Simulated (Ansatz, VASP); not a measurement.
## W: VASP beside Ansatz

The input INCAR:

```
ALGO = Normal
EDIFF = 1E-6
ENCUT = 520
GGA = PS
ISIF = 2
ISMEAR = -1
LASPH = T
LCHARG = F
LREAL = F
LWAVE = F
NBANDS = 36
NELM = 100
PREC = Accurate
SIGMA = 0.1
```

The input KPOINTS:

```
k-points
0
Gamma
  15 15 4
```

POSCAR

```
W
1.0
    2.8334005130      0.0000000000      0.0000000000
   -1.4167002565      2.4537968234      0.0000000000
    0.0000000000      0.0000000000      9.9575585150
W
4
Direct
    0.0000000000      0.0000000000      1.0000000000
    0.0000000000      0.0000000000      0.5000000000
    0.3333333333      0.6666666667      0.2500000000
    0.6666666667      0.3333333333      0.7500000000
```

Input for Ansatz:

```yaml
crystal:
  lattice:
    - [2.833400513, 0.0, 0.0]
    - [-1.4167002565, 2.4537968234, 0.0]
    - [0.0, 0.0, 9.957558515]
  atoms:
    - { symbol: W, position: [0.0, 0.0, 1.0] }
    - { symbol: W, position: [0.0, 0.0, 0.5] }
    - { symbol: W, position: [0.3333333333, 0.6666666667, 0.25] }
    - { symbol: W, position: [0.6666666667, 0.3333333333, 0.75] }
hamiltonian:
  xc: pbesol
  pseudopotentials:
    kind: paw
    azcp:
      W: "pseudopotentials/W.paw.azcp"
basis:
  ecutwfc: 420
  fft_grid_basis: typed
kpoints:
  mp_grid: { grid: [15, 15, 4], shift: [0, 0, 0] }
magnetization:
  spin_polarized: false
scf:
  occupations: { method: fermi_dirac, width: 0.1 }
  lower_state_search: "off"
output:
  stress: true
```

Alike in both runs: task single point; functional PBEsol; k mesh 15 × 15 × 4; occupations fermi-dirac, width 0.1 eV; no spin polarisation.

```csv
,VASP,Ansatz
version,VASP 6.6.1,Ansatz 0.2.0
potentials or method,"VASP PAW PBE potentials, release 64 (W_sv), cutoff 520 eV","plane waves (420 eV) with PAW, scalar-relativistic"
valence electrons in the cell,56,56
```

```tsv
	VASP	Ansatz	Ansatz less VASP
pressure (GPa)	-19.5	-19.8	-0.32
traceless stress, the component that is largest in VASP (GPa)	1.86	1.92	+0.061
```

VASP's potentials were made for PBE, not for PBEsol, and Ansatz warns of the same on its side. The functional is the same, so the differences come from potentials, cutoffs and numerics.

Spin-orbit coupling is off throughout.
